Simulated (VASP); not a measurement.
# NaF (P6_3/mmc) in VASP: notebook, part 2 of 2

VASP 6.6.1.

### Step 4. Single point, PBE

This run uses another cell than the first one: it holds 12 atoms, not 4.

The input, INCAR:

```
PREC     = Accurate       # precision mode
ENCUT    = 520            # plane-wave cutoff, eV
EDIFF    = 1E-6           # SCF threshold, eV
ISMEAR   = 0              # smearing method
SIGMA    = 0.02           # smearing width, eV
LREAL    = F              # projectors in reciprocal space
LASPH    = T              # aspherical terms in the spheres
NELM     = 100            # most SCF steps
ALGO     = Normal         # electronic algorithm
ISIF     = 2              # what is computed and relaxed
LWAVE    = F              # write WAVECAR
LCHARG   = T              # write CHGCAR
GGA      = PE             # functional
LELF     = T              # ELF
LVHAR    = T            
NBANDS   = 54             # bands
```

The input, KPOINTS:

```
regular mesh
0
Gamma
  9 9 2
```

The input, POSCAR:

```
NaF
1.0
    3.2966999625      0.0000000000      0.0000000000
   -1.6483499812      2.8550259161      0.0000000000
    0.0000000000      0.0000000000     16.6510141434
Na F
6 6
Direct
    0.0000000000      0.0000000000      0.0000000000
    0.3333333333      0.6666666667      0.1680694702
    0.6666666667      0.3333333333      0.3319305298
    0.0000000000      0.0000000000      0.5000000000
    0.6666666667      0.3333333333      0.6680694702
    0.3333333333      0.6666666667      0.8319305298
    0.6666666667      0.3333333333      0.0859964836
    0.0000000000      0.0000000000      0.2500000000
    0.3333333333      0.6666666667      0.4140035164
    0.3333333333      0.6666666667      0.5859964836
    0.0000000000      0.0000000000      0.7500000000
    0.6666666667      0.3333333333      0.9140035164
```

Potentials or basis: VASP PAW PBE potentials, release 64 (Na_pv, F).

Command:

```sh
> cat potpaw_PBE.64/Na_pv/POTCAR potpaw_PBE.64/F/POTCAR > POTCAR
> mpirun -np 1 vasp_std > vasp.out
```

OUTCAR:

```text
PREC = Accurate
   ENCUT = 520
   EDIFF = 1E-6
   ISMEAR = 0
   LREAL = F
   LASPH = T
   NELM = 100
   ISIF = 2
   GGA = PE

 ion  position               nearest neighbor table
   1  0.000  0.000  0.000-
   2  0.333  0.667  0.168-   8 2.34   8 2.34   8 2.34   7 2.34   7 2.34   7 2.34
   3  0.667  0.333  0.332-   8 2.34   8 2.34   8 2.34   9 2.34   9 2.34   9 2.34
   4  0.000  0.000  0.500-
   5  0.667  0.333  0.668-  11 2.34  11 2.34  11 2.34  10 2.34  10 2.34  10 2.34
   6  0.333  0.667  0.832-  11 2.34  11 2.34  11 2.34  12 2.34  12 2.34  12 2.34
   7  0.667  0.333  0.086-   2 2.34   2 2.34   2 2.34
   8  0.000  0.000  0.250-   2 2.34   3 2.34   2 2.34   3 2.34   3 2.34   2 2.34
   9  0.333  0.667  0.414-   3 2.34   3 2.34   3 2.34
  10  0.333  0.667  0.586-   5 2.34   5 2.34   5 2.34
  11  0.000  0.000  0.750-   5 2.34   6 2.34   6 2.34   5 2.34   5 2.34   6 2.34
  12  0.667  0.333  0.914-   6 2.34   6 2.34   6 2.34

  LATTYP: Found a hexagonal cell.
 ALAT       =     3.2966999625
 C/A-ratio  =     5.0508127318

  Lattice vectors:

 A1 = (   3.2966999625,   0.0000000000,   0.0000000000)
 A2 = (  -1.6483499812,   2.8550259161,   0.0000000000)
 A3 = (   0.0000000000,   0.0000000000,  16.6510141434)

Analysis of symmetry for initial positions (statically):
=====================================================================
 Subroutine PRICEL returns:
 Original cell was already a primitive cell.

 Routine SETGRP: Setting up the symmetry group for a
 hexagonal supercell.

 Subroutine GETGRP returns: Found 24 space group operations
 (whereof 12 operations were pure point group operations)
 out of a pool of 24 trial point group operations.

The static configuration has the point symmetry D_3h.
 The point group associated with its full space group is D_6h.

Analysis of symmetry for dynamics (positions and initial velocities):
=====================================================================
 Subroutine PRICEL returns:
 Original cell was already a primitive cell.

 Routine SETGRP: Setting up the symmetry group for a
 hexagonal supercell.

 Subroutine GETGRP returns: Found 24 space group operations
 (whereof 12 operations were pure point group operations)
 out of a pool of 24 trial point group operations.

The dynamic configuration has the point symmetry D_3h.
 The point group associated with its full space group is D_6h.

 Subroutine INISYM returns: Found 24 space group operations
 (whereof 12 operations are pure point group operations),
 and found     1 'primitive' translations

----------------------------------------------------------------------------------------

                                     Primitive cell

  volume of cell :     156.7221

  direct lattice vectors                    reciprocal lattice vectors
     3.296699962  0.000000000  0.000000000     0.303333640  0.175129759  0.000000000
    -1.648349981  2.855025916  0.000000000     0.000000000  0.350259518  0.000000000
     0.000000000  0.000000000 16.651014143     0.000000000  0.000000000  0.060056402

[... 57 lines left out ...]

 Following reciprocal coordinates:
            Coordinates               Weight
  0.000000  0.000000  0.000000      1.000000
  0.111111  0.000000  0.000000      6.000000
  0.222222 -0.000000  0.000000      6.000000
  0.333333 -0.000000  0.000000      6.000000
  0.444444 -0.000000  0.000000      6.000000
  0.111111  0.111111  0.000000      6.000000
[... 16 lines left out ...]
  0.333333  0.222222  0.500000     12.000000
  0.333333  0.333333  0.500000      2.000000
   k-points           NKPTS =     24   k-points in BZ     NKDIM =     24   number of bands    NBANDS=     54
   number of dos      NEDOS =    301   number of ions     NIONS =     12
   total plane-waves  NPLWV =  98784
   dimension x,y,z NGX =    28 NGY =   28 NGZ =  126
   dimension x,y,z NGXF=    56 NGYF=   56 NGZF=  252
   ions per type =               6   6
   NGX,Y,Z   is equivalent  to a cutoff of  14.12, 14.12, 12.58 a.u.
   NGXF,Y,Z  is equivalent  to a cutoff of  28.24, 28.24, 25.16 a.u.
 SYSTEM =  unknown system
   PREC   = accura    normal or accurate (medium, high low for compatibility)
   ISTART =      0    job   : 0-new  1-cont  2-samecut
   ICHARG =      2    charge: 1-file 2-atom 10-const
   ISPIN  =      1    spin polarized calculation?
   LNONCOLLINEAR =      F non collinear calculations
   LSORBIT =      F    spin-orbit coupling
   LASPH  =      T    aspherical Exc in radial PAW
   ENCUT  =  520.0 eV  38.22 Ry    6.18 a.u.   6.13  6.13 30.96*2*pi/ulx,y,z
   NELM   =    100;   NELMIN=  2; NELMDL= -5     # of ELM steps
   EDIFF  = 0.1E-05   stopping-criterion for ELM
   LREAL  =      F    real-space projection
[... 7 lines left out ...]
   TEBEG  =    0.0;   TEEND  =   0.0 temperature during run
   PSTRESS=    0.0 pullay stress
   NELECT =      84.0000    total number of electrons
   NUPDOWN=      -1.0000    fix difference up-down
   EMIN   =  10.00;   EMAX   =-10.00  energy-range for DOS
   EFERMI =   0.00;   METHOD = LEGACY
   ISMEAR =     0;   SIGMA  =   0.02  broadening in eV -4-tet -1-fermi 0-gaus
   EFERMI_NEDOS =   21; number of points for ismear=-14 and -15
   IALGO  =     38    algorithm
   IMIX   =      4    mixing-type and parameters
     AMIX     =   0.40;   BMIX     =  1.00
     AMIX_MAG =   1.60;   BMIX_MAG =  1.00
  volume/ion in A,a.u.               =      13.06        88.13
  Fermi-wavevector in a.u.,A,eV,Ry     =   1.329815  2.512986 24.060648  1.768408
  Thomas-Fermi vector in A             =   2.458949
   LORBIT       =      0    0 simple, 1 ext, 2 COOP (PROOUT), +10 PAW based schemes
   GGA     = PE    functional components
   LHFCALC =     F    Hartree Fock is set to
   AEXX    =    0.0000 exact exchange contribution
   IVDW    =     0    specifies the selected vdW correction
   LEPSILON=     F    determine dielectric tensor
   LRPA    =     F    only Hartree local field effects (RPA)
 non-spin polarized calculation
 Gauss-broadening in eV      SIGMA  =   0.02
  energy-cutoff  :      520.00
  volume of cell :      156.72
 maximum number of plane-waves:      4260
 NGX is ok and might be reduce to    28

 number of electron      83.9999987 magnetization

 Free energy of the ion-electron system (eV)
  ---------------------------------------------------
  ext. energy  EPLUGINS =         0.00000000
  ---------------------------------------------------
  free energy    TOTEN  =       -51.18071221 eV

  energy without entropy =      -51.18071221  energy(sigma->0) =      -51.18071221

 E-fermi :  -2.0524     XC(G=0):  -8.9159

 val. band max:       -2.1627287823   @ k =   0.0000   0.0000   0.0000
 cond. band min:       3.6989480371   @ k =   0.0000   0.0000   0.0000
 fundamental gap:      5.8616768194
 Fermi energy:        -2.0523660682

 k-point     1 :       0.0000    0.0000    0.0000
  band No.  band energies     occupation
      1     -22.0808      2.00000
      2     -22.0429      2.00000
      3     -21.9167      2.00000
      4     -21.7677      2.00000
      5     -21.6740      2.00000
      6     -21.6559      2.00000
[... 1357 lines left out ...]
     53      11.8949      0.00000
     54      11.8949      0.00000

------------------------ aborting loop because EDIFF is reached ----------------------------------------

  FORCE on cell =-STRESS in cart. coord.  units (eV):
  Direction    XX          YY          ZZ          XY          YZ          ZX
  --------------------------------------------------------------------------------------
  -------------------------------------------------------------------------------------
  Total       -0.1409899     -0.1409899     -0.1033468     -0.0000000      0.0000000      0.0000000
  in kB       -1.4413467     -1.4413467     -1.0565189     -0.0000000      0.0000000      0.0000000
  external PRESSURE =      -1.3130708 kB  Pullay stress =       0.0000000 kB

 VOLUME and BASIS-vectors are now :
 -----------------------------------------------------------------------------
  energy-cutoff  :      520.00
  volume of cell :      156.72
      direct lattice vectors                 reciprocal lattice vectors
     3.296699962  0.000000000  0.000000000     0.303333640  0.175129759  0.000000000
    -1.648349981  2.855025916  0.000000000     0.000000000  0.350259518  0.000000000
     0.000000000  0.000000000 16.651014143     0.000000000  0.000000000  0.060056402

 POSITION                                       TOTAL-FORCE (eV/Angst)
 -----------------------------------------------------------------------------------
      0.00000      0.00000      0.00000        -0.000000      0.000000     -0.000000
     -0.00000      1.90335      2.79853         0.000000     -0.000000     -0.000522
      1.64835      0.95168      5.52698        -0.000000      0.000000      0.000522
      0.00000      0.00000      8.32551         0.000000      0.000000     -0.000000
      1.64835      0.95168     11.12403        -0.000000      0.000000     -0.000522
     -0.00000      1.90335     13.85249         0.000000      0.000000      0.000522
      1.64835      0.95168      1.43193         0.000000      0.000000     -0.001492
      0.00000      0.00000      4.16275        -0.000000      0.000000     -0.000000
     -0.00000      1.90335      6.89358        -0.000000     -0.000000      0.001492
     -0.00000      1.90335      9.75744        -0.000000     -0.000000     -0.001492
      0.00000      0.00000     12.48826        -0.000000      0.000000     -0.000000
      1.64835      0.95168     15.21909         0.000000      0.000000      0.001492
 -----------------------------------------------------------------------------------
    total drift:                                0.000000     -0.000000      0.000000

  FREE ENERGIE OF THE ION-ELECTRON SYSTEM (eV)
  ---------------------------------------------------
  free  energy   TOTEN  =       -51.1807122137 eV

  energy  without entropy=      -51.1807122137  energy(sigma->0) =      -51.18071221
```

Wall time 2.6 min (1 thread of Intel Xeon 6975P-C (Granite Rapids), shared host); peak memory 0.36 GiB.

Results:

* Free energy: -51.1807 eV
* Pressure: -0.1 GPa
* Band gap on the k mesh: 5.86 eV

Caveat: an odd mesh through Γ misses points on the zone boundary, where band edges can lie.

### Step 5. Overview

| task | cell | k mesh | cutoff (eV) | gap on the mesh (eV) | pressure (GPa) | relaxed volume (Å³/atom) |
| --- | --- | --- | --- | --- | --- | --- |
| relaxation of cell and atoms | relaxed from a = 3.323, b = 3.323, c = 5.427 Å, angles 90.0, 90.0, 120.0°, 4 atoms, atomic positions A | 9 × 9 × 6 | 600 | 5.99 | -0.1 | 13.01 |
| relaxation of cell and atoms | relaxed from a = 3.323, b = 3.323, c = 5.427 Å, angles 90.0, 90.0, 120.0°, 4 atoms, atomic positions B | 9 × 9 × 6 | 600 | 5.52 | -0.1 | 13.13 |
| single point | a = 3.297, b = 3.297, c = 16.651 Å, angles 90.0, 90.0, 120.0°, 12 atoms, atomic positions C | 9 × 9 × 2 | 520 | 5.86 | -0.1 | - |

Alike in all rows: level PBE; potentials or basis VASP PAW PBE potentials, release 64 (Na_pv, F); no spin polarisation; smearing gaussian 0.02 eV.

Caveats: an odd mesh through Γ misses points on the zone boundary, where band edges can lie.

Absolute energies hang on the potentials; compare differences alone.
